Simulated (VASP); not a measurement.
RbOs, 6 atoms in the cell. It takes space group P6/mmm (No. 191, hexagonal). The conventional cell has a = 6.062 Å, b = 6.062 Å, c = 4.891 Å, α = 90.00°, β = 90.00°, γ = 120.00°. Within 4.0 Å of Rb (site symmetry mmm) lie 6 Os at 3.01 to 3.03 Å and 4 Rb at 3.03 Å. Os (site symmetry 6/mmm) has 6 Rb at 3.03 Å within 4.0 Å. Within 4.0 Å of Os (site symmetry -6m2) lie 6 Rb at 3.01 Å and 3 Os at 3.50 Å. 

| Property | Result |
| --- | --- |
| Program | VASP 6.6.1 |
| Task | relaxation of cell and atoms |
| Functional | PBE |
| Potentials or basis | VASP PAW PBE potentials, release 64 (Rb_sv, Os) |
| Cutoff | 600 eV |
| k mesh | 3 × 3 × 4 |
| Occupations | gaussian, width 0.1 eV |
| Spin | no spin polarisation |
| Dipole correction | no |
| Further INCAR settings | ALGO = Fast; EDIFF = 1e-07; IBRION = 2; EDIFFG = -0.04; NSW = 90; ISIF = 3 |

Potentials or basis: VASP PAW PBE potentials, release 64 (Rb_sv, Os).

Command:

```console
$ cat potpaw_PBE.64/Rb_sv/POTCAR potpaw_PBE.64/Os/POTCAR > POTCAR
$ mpirun -np 1 vasp_std > vasp.out
```

Hardware: 1 thread of Intel(R) Xeon(R) 6975P-C (Granite Rapids), with other jobs on the host.

Question: How long does it take, and how much memory?

Answer: It took 6.9 min on 1 thread of Intel(R) Xeon(R) 6975P-C (Granite Rapids), on a shared host, peak memory 0.33 GiB. Counts: scf iterations 204, k points 9, ion steps 8.
